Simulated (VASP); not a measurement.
# S (Pm-3m) in VASP: notebook

Runs on S. Level: PBEsol. Tasks: single point, relaxation of cell and atoms.

Program: VASP 6.6.1. These are calculated values, not measurements. Logs are shortened: lines on timing, memory, paths and dates and some standing lists are left out, and cuts for length are marked.

### Step 1. The cell of the first run

It takes space group Pm-3m (No. 221, cubic). The conventional cell has a = 2.537 Å, b = 2.537 Å, c = 2.537 Å, α = 90.00°, β = 90.00°, γ = 90.00°. Within 3.3 Å of S (site symmetry m-3m) lie 6 S at 2.54 Å.

### Step 2. Single point, PBEsol

File INCAR:

```
ALGO = Normal
EDIFF = 1E-7
ENCUT = 520
GGA = PS
ISIF = 2
ISMEAR = -1
LASPH = True
LCHARG = True
LELF = True
LREAL = False
LVHAR = True
LWAVE = False
NBANDS = 9
NELM = 100
PREC = Accurate
SIGMA = 0.02
```

File KPOINTS:

```
k-points
0
Gamma
  15 15 15
```

File POSCAR:

```
S
1.0
    2.5370278785      0.0000000000      0.0000000000
    0.0000000000      2.5370278785      0.0000000000
    0.0000000000      0.0000000000      2.5370278785
S
1
Direct
    0.0000000000      0.0000000000      0.0000000000
```

Potentials or basis: VASP PAW PBE potentials, release 64 (S).

Launch:

```bash
$ cat potpaw_PBE.64/S/POTCAR > POTCAR
$ mpirun -np 1 vasp_std > vasp.out
```

OUTCAR:

```text
EDIFF = 1E-7
   ENCUT = 520
   GGA = PS
   ISIF = 2
   ISMEAR = -1
   LASPH = True
   LREAL = False
   NELM = 100
   PREC = Accurate

 ion  position               nearest neighbor table
   1  0.000  0.000  0.000-

  LATTYP: Found a simple cubic cell.
 ALAT       =     2.5370278785

  Lattice vectors:

 A1 = (   2.5370278785,   0.0000000000,   0.0000000000)
 A2 = (   0.0000000000,   2.5370278785,   0.0000000000)
 A3 = (   0.0000000000,   0.0000000000,   2.5370278785)

Analysis of symmetry for initial positions (statically):
=====================================================================
 Subroutine PRICEL returns:
 Original cell was already a primitive cell.

 Routine SETGRP: Setting up the symmetry group for a
 simple cubic supercell.

 Subroutine GETGRP returns: Found 48 space group operations
 (whereof 48 operations were pure point group operations)
 out of a pool of 48 trial point group operations.

The static configuration has the point symmetry O_h .

Analysis of symmetry for dynamics (positions and initial velocities):
=====================================================================
 Subroutine PRICEL returns:
 Original cell was already a primitive cell.

 Routine SETGRP: Setting up the symmetry group for a
 simple cubic supercell.

 Subroutine GETGRP returns: Found 48 space group operations
 (whereof 48 operations were pure point group operations)
 out of a pool of 48 trial point group operations.

The dynamic configuration has the point symmetry O_h .

 Subroutine INISYM returns: Found 48 space group operations
 (whereof 48 operations are pure point group operations),
 and found     1 'primitive' translations

----------------------------------------------------------------------------------------

                                     Primitive cell

  volume of cell :      16.3296

  direct lattice vectors                    reciprocal lattice vectors
     2.537027878  0.000000000  0.000000000     0.394162007  0.000000000  0.000000000
     0.000000000  2.537027878  0.000000000     0.000000000  0.394162007  0.000000000
     0.000000000  0.000000000  2.537027878     0.000000000  0.000000000  0.394162007

  length of vectors
     2.537027878  2.537027878  2.537027878     0.394162007  0.394162007  0.394162007

  position of ions in fractional coordinates (direct lattice)
     0.000000000  0.000000000  0.000000000

  ion indices of the primitive-cell ions
   primitive index   ion index
                 1           1

----------------------------------------------------------------------------------------

 KPOINTS: k-points

Automatic generation of k-mesh.
 Grid dimensions read from file:
 generate k-points for:   15   15   15

 Generating k-lattice:

  Cartesian coordinates                     Fractional coordinates (reciprocal lattice)
     0.026277467  0.000000000  0.000000000     0.066666667  0.000000000  0.000000000
     0.000000000  0.026277467  0.000000000     0.000000000  0.066666667  0.000000000
     0.000000000  0.000000000  0.026277467     0.000000000  0.000000000  0.066666667

  Length of vectors
     0.026277467  0.026277467  0.026277467

  Shift w.r.t. Gamma in fractional coordinates (k-lattice)
     0.000000000  0.000000000  0.000000000

 Subroutine IBZKPT returns following result:
 ===========================================

 Found    120 irreducible k-points:

 Following reciprocal coordinates:
            Coordinates               Weight
  0.000000  0.000000  0.000000      1.000000
  0.066667  0.000000  0.000000      6.000000
  0.133333  0.000000  0.000000      6.000000
  0.200000  0.000000  0.000000      6.000000
  0.266667  0.000000  0.000000      6.000000
  0.333333  0.000000  0.000000      6.000000
[... 16 lines left out ...]
  0.266667  0.200000  0.000000     24.000000
  0.333333  0.200000  0.000000     24.000000
 [... further k-points ...]
   k-points           NKPTS =    120   k-points in BZ     NKDIM =    120   number of bands    NBANDS=      9
   number of dos      NEDOS =    301   number of ions     NIONS =      1
   total plane-waves  NPLWV =   8000
   dimension x,y,z NGX =    20 NGY =   20 NGZ =   20
   dimension x,y,z NGXF=    40 NGYF=   40 NGZF=   40
   ions per type =               1
   NGX,Y,Z   is equivalent  to a cutoff of  13.11, 13.11, 13.11 a.u.
   NGXF,Y,Z  is equivalent  to a cutoff of  26.21, 26.21, 26.21 a.u.
 SYSTEM =  unknown system
   PREC   = accura    normal or accurate (medium, high low for compatibility)
   ISTART =      0    job   : 0-new  1-cont  2-samecut
   ICHARG =      2    charge: 1-file 2-atom 10-const
   ISPIN  =      1    spin polarized calculation?
   LNONCOLLINEAR =      F non collinear calculations
   LSORBIT =      F    spin-orbit coupling
   LASPH  =      T    aspherical Exc in radial PAW
   ENCUT  =  520.0 eV  38.22 Ry    6.18 a.u.   4.72  4.72  4.72*2*pi/ulx,y,z
   NELM   =    100;   NELMIN=  2; NELMDL= -5     # of ELM steps
   EDIFF  = 0.1E-06   stopping-criterion for ELM
   LREAL  =      F    real-space projection
   EDIFFG = 0.1E-05   stopping-criterion for IOM
   NSW    =      0    number of steps for IOM
   IBRION =     -1    ionic relax: 0-MD 1-quasi-New 2-CG
   NFREE  =      0    steps in history (QN), initial steepest desc. (CG)
   ISIF   =      2    stress and relaxation
   ISYM   =      2    0-nonsym 1-usesym 2-fastsym
   POTIM  = 0.5000    time-step for ionic-motion
   TEBEG  =    0.0;   TEEND  =   0.0 temperature during run
   PSTRESS=    0.0 pullay stress
   NELECT =       6.0000    total number of electrons
   NUPDOWN=      -1.0000    fix difference up-down
   EMIN   =  10.00;   EMAX   =-10.00  energy-range for DOS
   EFERMI =   0.00;   METHOD = LEGACY
   ISMEAR =    -1;   SIGMA  =   0.02  broadening in eV -4-tet -1-fermi 0-gaus
   EFERMI_NEDOS =   21; number of points for ismear=-14 and -15
   IALGO  =     38    algorithm
   IMIX   =      4    mixing-type and parameters
     AMIX     =   0.40;   BMIX     =  1.00
     AMIX_MAG =   1.60;   BMIX_MAG =  1.00
  volume/ion in A,a.u.               =      16.33       110.20
  Fermi-wavevector in a.u.,A,eV,Ry     =   1.172555  2.215808 18.706459  1.374886
  Thomas-Fermi vector in A             =   2.308982
   LORBIT       =      0    0 simple, 1 ext, 2 COOP (PROOUT), +10 PAW based schemes
   GGA     = PS    functional components
   LHFCALC =     F    Hartree Fock is set to
   AEXX    =    0.0000 exact exchange contribution
   IVDW    =     0    specifies the selected vdW correction
   LEPSILON=     F    determine dielectric tensor
   LRPA    =     F    only Hartree local field effects (RPA)
 non-spin polarized calculation
  energy-cutoff  :      520.00
  volume of cell :       16.33
 maximum number of plane-waves:       461
 NGX is ok and might be reduce to    20
   NGX =  9   NGY =  9   NGZ =  9

 number of electron       5.9999998 magnetization

 Free energy of the ion-electron system (eV)
  ---------------------------------------------------
  ext. energy  EPLUGINS =         0.00000000
  ---------------------------------------------------
  free energy    TOTEN  =        -3.96802725 eV

  energy without entropy =       -3.96711348  energy(sigma->0) =       -3.96757036

 E-fermi :   7.6972     XC(G=0): -10.9727

 val. band max:        7.6889018850   @ k =   0.4000   0.2000   0.2000
 cond. band min:       7.7220235587   @ k =   0.3333   0.3333   0.2000
 fundamental gap:      0.0331216738
 Fermi energy:         7.6972364904

 k-point     1 :       0.0000    0.0000    0.0000
  band No.  band energies     occupation
      1      -9.8368      2.00000
      2       9.2579      0.00000
      3       9.2579      0.00000
      4       9.2579      0.00000
      5      14.8578      0.00000
      6      14.8578      0.00000
      7      18.1238      0.00000
      8      29.8786      0.00000
      9      29.8786      0.00000

 k-point     2 :       0.0667    0.0000    0.0000
  band No.  band energies     occupation
      1      -9.7536      2.00000
      2       8.3898      0.00000
      3       9.3149      0.00000
      4       9.3149      0.00000
      5      14.9287      0.00000
      6      15.6099      0.00000
      7      18.4485      0.00000
      8      29.1800      0.00000
      9      29.1836      0.00000

 k-point     3 :       0.1333    0.0000    0.0000
  band No.  band energies     occupation
      1      -9.5068      2.00000
      2       6.6234      2.00000
      3       9.4812      0.00000
      4       9.4812      0.00000
      5      15.1364      0.00000
      6      16.7886      0.00000
      7      19.6326      0.00000
      8      27.6714      0.00000
      9      27.6714      0.00000

 k-point     4 :       0.2000    0.0000    0.0000
  band No.  band energies     occupation
      1      -9.1059      2.00000
      2       4.7033      2.00000
      3       9.7422      0.00000
      4       9.7422      0.00000
      5      15.4657      0.00000
      6      17.6481      0.00000
      7      21.5542      0.00000
      8      25.9994      0.00000
      9      25.9994      0.00000
[... 205 lines left out ...]
 k-point    22 :       0.2000    0.2000    0.0000
  band No.  band energies     occupation
      1      -8.3768      2.00000
      2       5.0606      2.00000
      3       5.5764      2.00000
      4      10.2153      0.00000
      5      17.1546      0.00000
      6      19.8831      0.00000
      7      21.7402      0.00000
      8      24.3957      0.00000
      9      26.1647      0.00000

 k-point    23 :       0.2667    0.2000    0.0000
  band No.  band energies     occupation
      1      -7.8439      2.00000
      2       3.4775      2.00000
      3       5.7721      2.00000
      4      10.5347      0.00000
      5      17.5223      0.00000
      6      18.7419      0.00000
      7      23.0393      0.00000
      8      24.9289      0.00000
      9      25.3527      0.00000

 k-point    24 :       0.3333    0.2000    0.0000
  band No.  band energies     occupation
      1      -7.2212      2.00000
      2       1.8780      2.00000
      3       6.2251      2.00000
      4      10.8742      0.00000
      5      16.9439      0.00000
      6      18.5838      0.00000
      7      23.6667      0.00000
      8      23.7645      0.00000
      9      26.2744      0.00000

 [... further k-points ...]

------------------------ aborting loop because EDIFF is reached ----------------------------------------

  FORCE on cell =-STRESS in cart. coord.  units (eV):
  Direction    XX          YY          ZZ          XY          YZ          ZX
  --------------------------------------------------------------------------------------
  -------------------------------------------------------------------------------------
  Total        0.0098319      0.0098319      0.0098319     -0.0000000     -0.0000000      0.0000000
  in kB        0.9646600      0.9646600      0.9646600     -0.0000000     -0.0000000      0.0000000
  external PRESSURE =       0.9646600 kB  Pullay stress =       0.0000000 kB

 VOLUME and BASIS-vectors are now :
 -----------------------------------------------------------------------------
  energy-cutoff  :      520.00
  volume of cell :       16.33
      direct lattice vectors                 reciprocal lattice vectors
     2.537027878  0.000000000  0.000000000     0.394162007  0.000000000  0.000000000
     0.000000000  2.537027878  0.000000000     0.000000000  0.394162007  0.000000000
     0.000000000  0.000000000  2.537027878     0.000000000  0.000000000  0.394162007

 POSITION                                       TOTAL-FORCE (eV/Angst)
 -----------------------------------------------------------------------------------
      0.00000      0.00000      0.00000         0.000000      0.000000      0.000000
 -----------------------------------------------------------------------------------
    total drift:                                0.000000      0.000000      0.000000

  FREE ENERGIE OF THE ION-ELECTRON SYSTEM (eV)
  ---------------------------------------------------
  free  energy   TOTEN  =        -3.9680272496 eV

  energy  without entropy=       -3.9671134801  energy(sigma->0) =       -3.96757036
```

Run time: 17 s. Hardware: 1 thread of AMD EPYC 7R43 (Zen 3), shared host; peak memory 0.09 GiB.

What came out:

| Quantity | Value |
| --- | --- |
| Free energy | -3.9680 eV |
| Pressure | 0.1 GPa |
| Band gap on the k mesh | zero (band 3 reaches 10.91 eV, above the bottom of band 4 at 3.80 eV) |

Levels at points of the mesh, in eV from the Fermi level:
```tsv
k point	band 1	band 2	band 3	band 4	band 5	band 6
(0.00, 0.00, 0.00)	-17.53	1.56	1.56	1.56	7.16	7.16
```

Caveat: the PAW data sets were made with another functional, which shifts forces and pressure a little.

### Step 3. Relaxation of cell and atoms, PBEsol

This run uses another cell than the first one, of 20.35 Å³/atom, 1.246 times its volume.

File INCAR:

```
PREC     = Accurate       # precision mode
ENCUT    = 600            # plane-wave cutoff, eV
EDIFF    = 1E-6           # SCF threshold, eV
ISMEAR   = -1             # smearing method
SIGMA    = 0.02           # smearing width, eV
LREAL    = F              # projectors in reciprocal space
LASPH    = T              # aspherical terms in the spheres
NELM     = 80             # most SCF steps
ALGO     = Normal         # electronic algorithm
ISIF     = 3              # what is computed and relaxed
LWAVE    = F              # write WAVECAR
LCHARG   = F              # write CHGCAR
GGA      = PS             # functional
IBRION   = 2              # ionic algorithm
NSW      = 80             # ionic steps
EDIFFG   = -0.01          # ionic threshold
```

File KPOINTS:

```
regular mesh
0
Gamma
  15 15 15
```

File POSCAR:

```
S
1.0
    2.7300000000      0.0000000000      0.0000000000
    0.0000000000      2.7300000000      0.0000000000
    0.0000000000      0.0000000000      2.7300000000
S
1
Direct
    0.0000000000      0.0000000000      0.0000000000
```

Potentials or basis: VASP PAW PBE potentials, release 64 (S).

Launch:

```bash
$ cat potpaw_PBE.64/S/POTCAR > POTCAR
$ mpirun -np 1 vasp_std > vasp.out
```

Wall time 51 s (1 thread of AMD EPYC 7R43 (Zen 3), shared host); peak memory 0.1 GiB.

It converged, with:

```
Free energy                            : -3.9685 eV
Relaxed volume                         : 16.35 Å³/atom
Relaxed cell                           : a = 2.538 Å, b = 2.538 Å, c = 2.538 Å, α = 90.00°, β = 90.00°, γ = 90.00°
Space group after relaxing (to 0.05 Å) : Pm-3m (No. 221)
Energy gained by relaxing              : 198.0 meV/atom
Ionic steps                            : 3
Pressure after relaxing                : 0.0 GPa
Band gap on the k mesh                 : zero (band 3 reaches 10.88 eV, above the bottom of band 4 at 3.78 eV)
```

Step by step:
| step | energy change (eV) | largest force (eV/Å) | pressure (GPa) | volume (Å³) |
| --- | --- | --- | --- | --- |
| 1 | 0.0000 | 0.0000 | -13.25 | 20.35 |
| 2 | -0.1916 | 0.0000 | 3.73 | 15.78 |
| 3 | -0.1980 | 0.0000 | 0.00 | 16.35 |

Final structure:
```
CELL_PARAMETERS angstrom
2.53832 0.00000 0.00000
0.00000 2.53832 0.00000
0.00000 0.00000 2.53832
ATOMIC_POSITIONS crystal
S 0.00000 0.00000 0.00000
```

Levels at points of the mesh, in eV from the Fermi level:
```csv
k point,band 1,band 2,band 3,band 4,band 5,band 6,band 7
"(0.00, 0.00, 0.00)",-17.52,1.56,1.56,1.56,7.17,7.17,10.42
```

Caveat: the volume moved by over 15 % at a fixed basis, so the end points are rough; the PAW data sets were made with another functional, which shifts forces and pressure a little.
